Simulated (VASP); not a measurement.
# Zn3Se (P4/mmm) in VASP: single point with PBE

Aim: the single point of Zn3Se with PBE.

All numbers are computed with VASP 6.6.1; they aren't measurements. Logs are shortened: lines on timing, memory, paths and dates and some standing lists are left out, and cuts for length are marked.

**1. The cell of the first run**

It takes space group P4/mmm (No. 123, tetragonal). The conventional cell has a = 4.094 Å, b = 4.094 Å, c = 4.052 Å, α = 90.00°, β = 90.00°, γ = 90.00°. Within 3.8 Å of Zn (site symmetry mmm) lie 8 Zn at 2.88 to 2.90 Å and 4 Se at 2.88 Å. Within 3.8 Å of Zn (site symmetry 4/mmm) lie 8 Zn at 2.88 Å and 4 Se at 2.90 Å. Within 3.8 Å of Se (site symmetry 4/mmm) lie 12 Zn at 2.88 to 2.90 Å.

The cell was built from a structure type or drawn by symmetry, and may not be a known phase.

**2. Single point, PBE**

INCAR

```
ALGO = Normal
EDIFF = 1E-6
ENCUT = 520
GGA = PE
ISIF = 2
ISMEAR = 0
LASPH = True
LCHARG = False
LREAL = False
LWAVE = False
NBANDS = 29
NELM = 80
PREC = Accurate
SIGMA = 0.1
```

KPOINTS

```
k-points
0
Gamma
  4 4 4
```

POSCAR

```
Zn3Se
1.0
    4.0944435100      0.0000000000      0.0000000000
    0.0000000000      4.0944435100      0.0000000000
    0.0000000000      0.0000000000      4.0523582300
Zn Se
3 1
Direct
    0.0000000000      0.5000000000      0.5000000000
    0.5000000000      0.0000000000      0.5000000000
    0.5000000000      0.5000000000      0.0000000000
    0.0000000000      0.0000000000      0.0000000000
```

Potentials or basis: VASP PAW PBE potentials, release 64 (Zn, Se).

On the command line:

```bash
> cat potpaw_PBE.64/Zn/POTCAR potpaw_PBE.64/Se/POTCAR > POTCAR
> mpirun -np 1 vasp_std > vasp.out
```

OUTCAR:

```text
EDIFF = 1E-6
   ENCUT = 520
   GGA = PE
   ISIF = 2
   ISMEAR = 0
   LASPH = True
   LREAL = False
   NELM = 80
   PREC = Accurate

 ion  position               nearest neighbor table
   1  0.000  0.500  0.500-   3 2.88   4 2.88   3 2.88   4 2.88   4 2.88   4 2.88   3 2.88   3 2.88
                             2 2.90   2 2.90   2 2.90   2 2.90
   2  0.500  0.000  0.500-   3 2.88   4 2.88   3 2.88   4 2.88   3 2.88   3 2.88   4 2.88   4 2.88
                             1 2.90   1 2.90   1 2.90   1 2.90
   3  0.500  0.500  0.000-   1 2.88   2 2.88   1 2.88   2 2.88   2 2.88   2 2.88   1 2.88   1 2.88
                             4 2.90   4 2.90   4 2.90   4 2.90
   4  0.000  0.000  0.000-   1 2.88   2 2.88   1 2.88   2 2.88   1 2.88   1 2.88   2 2.88   2 2.88
                             3 2.90   3 2.90   3 2.90   3 2.90

  LATTYP: Found a simple tetragonal cell.
 ALAT       =     4.0944435100
 C/A-ratio  =     0.9897213675

  Lattice vectors:

 A1 = (   4.0944435100,   0.0000000000,   0.0000000000)
 A2 = (   0.0000000000,   4.0944435100,   0.0000000000)
 A3 = (   0.0000000000,   0.0000000000,   4.0523582300)

Analysis of symmetry for initial positions (statically):
=====================================================================
 Subroutine PRICEL returns:
 Original cell was already a primitive cell.

 Routine SETGRP: Setting up the symmetry group for a
 simple tetragonal supercell.

 Subroutine GETGRP returns: Found 16 space group operations
 (whereof 16 operations were pure point group operations)
 out of a pool of 16 trial point group operations.

The static configuration has the point symmetry D_4h.

Analysis of symmetry for dynamics (positions and initial velocities):
=====================================================================
 Subroutine PRICEL returns:
 Original cell was already a primitive cell.

 Routine SETGRP: Setting up the symmetry group for a
 simple tetragonal supercell.

 Subroutine GETGRP returns: Found 16 space group operations
 (whereof 16 operations were pure point group operations)
 out of a pool of 16 trial point group operations.

The dynamic configuration has the point symmetry D_4h.

 Subroutine INISYM returns: Found 16 space group operations
 (whereof 16 operations are pure point group operations),
 and found     1 'primitive' translations

----------------------------------------------------------------------------------------

                                     Primitive cell

  volume of cell :      67.9356

  direct lattice vectors                    reciprocal lattice vectors
     4.094443510  0.000000000  0.000000000     0.244233434  0.000000000  0.000000000
     0.000000000  4.094443510  0.000000000     0.000000000  0.244233434  0.000000000
     0.000000000  0.000000000  4.052358230     0.000000000  0.000000000  0.246769891

  length of vectors
     4.094443510  4.094443510  4.052358230     0.244233434  0.244233434  0.246769891

  position of ions in fractional coordinates (direct lattice)
     0.000000000  0.500000000  0.500000000
     0.500000000  0.000000000  0.500000000
     0.500000000  0.500000000  0.000000000
     0.000000000  0.000000000  0.000000000

  ion indices of the primitive-cell ions
   primitive index   ion index
                 1           1
                 2           2
                 3           3
                 4           4

----------------------------------------------------------------------------------------

 KPOINTS: k-points

Automatic generation of k-mesh.
 Grid dimensions read from file:
 generate k-points for:    4    4    4

 Generating k-lattice:

  Cartesian coordinates                     Fractional coordinates (reciprocal lattice)
     0.061058359  0.000000000  0.000000000     0.250000000  0.000000000  0.000000000
     0.000000000  0.061058359  0.000000000     0.000000000  0.250000000  0.000000000
     0.000000000  0.000000000  0.061692473     0.000000000  0.000000000  0.250000000

  Length of vectors
     0.061058359  0.061058359  0.061692473

  Shift w.r.t. Gamma in fractional coordinates (k-lattice)
     0.000000000  0.000000000  0.000000000

 Subroutine IBZKPT returns following result:
 ===========================================

 Found     18 irreducible k-points:

 Following reciprocal coordinates:
            Coordinates               Weight
  0.000000  0.000000  0.000000      1.000000
  0.250000  0.000000  0.000000      4.000000
  0.500000  0.000000  0.000000      2.000000
  0.250000  0.250000  0.000000      4.000000
  0.500000  0.250000  0.000000      4.000000
  0.500000  0.500000  0.000000      1.000000
[... 10 lines left out ...]
  0.500000  0.250000  0.500000      4.000000
  0.500000  0.500000  0.500000      1.000000
   k-points           NKPTS =     18   k-points in BZ     NKDIM =     18   number of bands    NBANDS=     29
   number of dos      NEDOS =    301   number of ions     NIONS =      4
   total plane-waves  NPLWV =  27000
   dimension x,y,z NGX =    30 NGY =   30 NGZ =   30
   dimension x,y,z NGXF=    60 NGYF=   60 NGZF=   60
   ions per type =               3   1
   NGX,Y,Z   is equivalent  to a cutoff of  12.18, 12.18, 12.31 a.u.
   NGXF,Y,Z  is equivalent  to a cutoff of  24.36, 24.36, 24.61 a.u.
 SYSTEM =  unknown system
   PREC   = accura    normal or accurate (medium, high low for compatibility)
   ISTART =      0    job   : 0-new  1-cont  2-samecut
   ICHARG =      2    charge: 1-file 2-atom 10-const
   ISPIN  =      1    spin polarized calculation?
   LNONCOLLINEAR =      F non collinear calculations
   LSORBIT =      F    spin-orbit coupling
   LASPH  =      T    aspherical Exc in radial PAW
   ENCUT  =  520.0 eV  38.22 Ry    6.18 a.u.   7.61  7.61  7.53*2*pi/ulx,y,z
   NELM   =     80;   NELMIN=  2; NELMDL= -5     # of ELM steps
   EDIFF  = 0.1E-05   stopping-criterion for ELM
   LREAL  =      F    real-space projection
   EDIFFG = 0.1E-04   stopping-criterion for IOM
   NSW    =      0    number of steps for IOM
   IBRION =     -1    ionic relax: 0-MD 1-quasi-New 2-CG
   NFREE  =      0    steps in history (QN), initial steepest desc. (CG)
   ISIF   =      2    stress and relaxation
   ISYM   =      2    0-nonsym 1-usesym 2-fastsym
   POTIM  = 0.5000    time-step for ionic-motion
   TEBEG  =    0.0;   TEEND  =   0.0 temperature during run
   PSTRESS=    0.0 pullay stress
   NELECT =      42.0000    total number of electrons
   NUPDOWN=      -1.0000    fix difference up-down
   EMIN   =  10.00;   EMAX   =-10.00  energy-range for DOS
   EFERMI =   0.00;   METHOD = LEGACY
   ISMEAR =     0;   SIGMA  =   0.10  broadening in eV -4-tet -1-fermi 0-gaus
   EFERMI_NEDOS =   21; number of points for ismear=-14 and -15
   IALGO  =     38    algorithm
   IMIX   =      4    mixing-type and parameters
     AMIX     =   0.40;   BMIX     =  1.00
     AMIX_MAG =   1.60;   BMIX_MAG =  1.00
  volume/ion in A,a.u.               =      16.98       114.61
  Fermi-wavevector in a.u.,A,eV,Ry     =   1.394629  2.635467 26.463201  1.944990
  Thomas-Fermi vector in A             =   2.518160
   LORBIT       =      0    0 simple, 1 ext, 2 COOP (PROOUT), +10 PAW based schemes
   GGA     = PE    functional components
   LHFCALC =     F    Hartree Fock is set to
   AEXX    =    0.0000 exact exchange contribution
   IVDW    =     0    specifies the selected vdW correction
   LEPSILON=     F    determine dielectric tensor
   LRPA    =     F    only Hartree local field effects (RPA)
 non-spin polarized calculation
 Gauss-broadening in eV      SIGMA  =   0.10
  energy-cutoff  :      520.00
  volume of cell :       67.94
 maximum number of plane-waves:      1856
   NGX = 15   NGY = 15   NGZ = 15

 number of electron      41.9999986 magnetization

 Free energy of the ion-electron system (eV)
  ---------------------------------------------------
  ext. energy  EPLUGINS =         0.00000000
  ---------------------------------------------------
  free energy    TOTEN  =        -6.43387990 eV

  energy without entropy =       -6.41993936  energy(sigma->0) =       -6.42690963

 E-fermi :   4.0309     XC(G=0): -11.0910

 val. band max:        4.0004065568   @ k =   0.2500   0.2500   0.2500
 cond. band min:       4.0310655776   @ k =   0.0000   0.0000   0.5000
 fundamental gap:      0.0306590208
 Fermi energy:         4.0308985809

 k-point     1 :       0.0000    0.0000    0.0000
  band No.  band energies     occupation
      1     -10.7589      2.00000
      2      -4.2128      2.00000
      3      -3.8566      2.00000
      4      -3.8566      2.00000
      5      -3.8548      2.00000
      6      -3.7810      2.00000
[... 21 lines left out ...]
     28      11.3914      0.00000
     29      12.5669      0.00000

 k-point     2 :       0.2500    0.0000    0.0000
  band No.  band energies     occupation
      1     -10.5316      2.00000
      2      -4.1536      2.00000
      3      -3.8974      2.00000
      4      -3.8200      2.00000
      5      -3.8053      2.00000
      6      -3.8029      2.00000
[... 21 lines left out ...]
     28      10.4571      0.00000
     29      13.3669      0.00000

 k-point     3 :       0.5000    0.0000    0.0000
  band No.  band energies     occupation
      1     -10.2636      2.00000
      2      -4.6909      2.00000
      3      -3.8102      2.00000
      4      -3.7770      2.00000
      5      -3.7458      2.00000
      6      -3.7401      2.00000
[... 21 lines left out ...]
     28      11.6435      0.00000
     29      12.8253      0.00000

 k-point     4 :       0.2500    0.2500    0.0000
  band No.  band energies     occupation
      1     -10.3336      2.00000
      2      -4.0986      2.00000
      3      -3.8334      2.00000
      4      -3.8085      2.00000
      5      -3.8040      2.00000
      6      -3.6885      2.00000
[... 405 lines left out ...]
     28      12.8858      0.00000
     29      13.8417      0.00000

 k-point    17 :       0.5000    0.2500    0.5000
  band No.  band energies     occupation
      1      -9.8344      2.00000
      2      -3.8942      2.00000
      3      -3.8914      2.00000
      4      -3.7875      2.00000
      5      -3.6386      2.00000
      6      -3.5584      2.00000
[... 21 lines left out ...]
     28      13.9596      0.00000
     29      13.9666      0.00000

 k-point    18 :       0.5000    0.5000    0.5000
  band No.  band energies     occupation
      1      -9.7502      2.00000
      2      -3.8934      2.00000
      3      -3.8934      2.00000
      4      -3.8932      2.00000
      5      -3.5469      2.00000
      6      -3.5354      2.00000
[... 21 lines left out ...]
     28      16.8342      0.00000
     29      17.2106      0.00000

------------------------ aborting loop because EDIFF is reached ----------------------------------------

  FORCE on cell =-STRESS in cart. coord.  units (eV):
  Direction    XX          YY          ZZ          XY          YZ          ZX
  --------------------------------------------------------------------------------------
  -------------------------------------------------------------------------------------
  Total        1.0923403      1.0923403      1.3507043      0.0000000      0.0000000      0.0000000
  in kB       25.7614884     25.7614884     31.8546821      0.0000000      0.0000000      0.0000000
  external PRESSURE =      27.7925529 kB  Pullay stress =       0.0000000 kB

 VOLUME and BASIS-vectors are now :
 -----------------------------------------------------------------------------
  energy-cutoff  :      520.00
  volume of cell :       67.94
      direct lattice vectors                 reciprocal lattice vectors
     4.094443510  0.000000000  0.000000000     0.244233434  0.000000000  0.000000000
     0.000000000  4.094443510  0.000000000     0.000000000  0.244233434  0.000000000
     0.000000000  0.000000000  4.052358230     0.000000000  0.000000000  0.246769891

 POSITION                                       TOTAL-FORCE (eV/Angst)
 -----------------------------------------------------------------------------------
      0.00000      2.04722      2.02618         0.000000      0.000000      0.000000
      2.04722      0.00000      2.02618         0.000000      0.000000      0.000000
      2.04722      2.04722      0.00000         0.000000      0.000000      0.000000
      0.00000      0.00000      0.00000         0.000000      0.000000      0.000000
 -----------------------------------------------------------------------------------
    total drift:                                0.000000      0.000000     -0.000000

  FREE ENERGIE OF THE ION-ELECTRON SYSTEM (eV)
  ---------------------------------------------------
  free  energy   TOTEN  =        -6.4338799009 eV

  energy  without entropy=       -6.4199393615  energy(sigma->0) =       -6.42690963
```

It took 64 s on 1 thread of Intel Xeon 8259CL, shared host; peak memory 0.18 GiB.

Results:

* Free energy: -6.4339 eV
* Pressure: 2.8 GPa
* Band gap on the k mesh: zero (bands 21 and 22 overlap by 3.17 eV)

Stress tensor (GPa, compression positive):
```
2.58 0.00 0.00
0.00 2.58 0.00
0.00 0.00 3.19
```

Caveat: the k points lie up to 0.39 Å⁻¹ apart, too coarse for converged energies and pressures of a metal.
